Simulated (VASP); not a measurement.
Input of a VASP 6.6.1 run:

The input POSCAR:

```
Ni
1.0
    0.0000000000      1.7756500000      1.7756500000
    1.7756500000      0.0000000000      1.7756500000
    1.7756500000      1.7756500000      0.0000000000
Ni
1
Direct
    0.0000000000      0.0000000000      0.0000000000
```

The input INCAR.step1:

```
PREC     = Accurate       # precision mode
ENCUT    = 660            # plane-wave cutoff, eV
ISMEAR   = -1             # smearing method
SIGMA    = 0.1            # smearing width, eV
LREAL    = F              # projectors in reciprocal space
LASPH    = T              # aspherical terms in the spheres
NELM     = 120            # most SCF steps
NBANDS   = 11             # bands
GGA      = PE             # functional
ALGO     = Normal         # electronic algorithm
EDIFF    = 1E-5           # SCF threshold, eV
LWAVE    = T              # write WAVECAR
LCHARG   = F              # write CHGCAR
GGA_COMPAT= F
```

INCAR.step2

```
PREC     = Accurate       # precision mode
ENCUT    = 660            # plane-wave cutoff, eV
EDIFF    = 1E-6           # SCF threshold, eV
ISMEAR   = -1             # smearing method
SIGMA    = 0.1            # smearing width, eV
LREAL    = F              # projectors in reciprocal space
LASPH    = T              # aspherical terms in the spheres
NELM     = 120            # most SCF steps
ALGO     = Normal         # electronic algorithm
ISIF     = 2              # what is computed and relaxed
LWAVE    = F              # write WAVECAR
LCHARG   = F              # write CHGCAR
METAGGA  = R2SCAN         # meta-GGA
LMIXTAU  = T            
NBANDS   = 11             # bands
ISTART   = 1            
GGA_COMPAT= F
```

The input KPOINTS:

```
regular mesh
0
Gamma
  7 7 7
```

Potentials or basis: VASP PAW PBE potentials, release 64 (Ni).

Run with:

```bash
$ cat potpaw_PBE.64/Ni/POTCAR > POTCAR
$ cp INCAR.step1 INCAR
$ mpirun -np 1 vasp_std > vasp.out
$ cp INCAR.step2 INCAR
$ mpirun -np 1 vasp_std > vasp.out
```

Question: Estimate the pressure.

Answer: -13.7 GPa.

Question: Predict the band gap on the k mesh.

Answer: Zero (band 5 reaches 8.67 eV, above the bottom of band 6 at 7.74 eV).

Caveat: the k points lie up to 0.44 Å⁻¹ apart; the PAW data sets were made with another functional, which shifts forces and pressure a little; the run has no spin polarisation, though such a crystal can be magnetic. Spin polarisation is off, so any magnetic state and its effect on volume and gap are missing.
